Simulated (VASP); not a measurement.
A run of VASP 6.6.1:

Contents of INCAR:

```
PREC     = Accurate       # precision mode
ENCUT    = 500            # plane-wave cutoff, eV
EDIFF    = 1E-6           # SCF threshold, eV
ISMEAR   = 0              # smearing method
SIGMA    = 0.1            # smearing width, eV
LREAL    = False          # projectors in reciprocal space
LASPH    = True           # aspherical terms in the spheres
NELM     = 120            # most SCF steps
ALGO     = Normal         # electronic algorithm
ISIF     = 2              # what is computed and relaxed
LWAVE    = False          # write WAVECAR
LCHARG   = False          # write CHGCAR
GGA      = PS             # functional
NBANDS   = 37             # bands
GGA_COMPAT= False
```

KPOINTS

```
Automatic mesh
0
Gamma
  6 6 4
```

Contents of POSCAR:

```
Hg
1.0
    4.6224968615      0.0000000000      0.0000000000
   -2.3112484308      4.0031997110      0.0000000000
    0.0000000000      0.0000000000      5.2443774268
Hg
3
Direct
    0.2254000000      0.0000000000      0.3333333333
    0.0000000000      0.2254000000      0.6666666667
    0.7746000000      0.7746000000      0.0000000000
```

Potentials or basis: VASP PAW PBE potentials, release 64 (Hg_sv_GW).

Run with:

```bash
$ cat potpaw_PBE.64/Hg_sv_GW/POTCAR > POTCAR
$ mpirun -np 1 vasp_std > vasp.out
```

Hardware: 1 thread of Intel(R) Xeon(R) 6975P-C (Granite Rapids) (shared host).

Question: How long does it take, and how much memory?

Answer: Wall time 36 s on 1 thread of Intel(R) Xeon(R) 6975P-C (Granite Rapids), on a shared host, peak memory 0.25 GiB. Counts: scf iterations 12, k points 24.
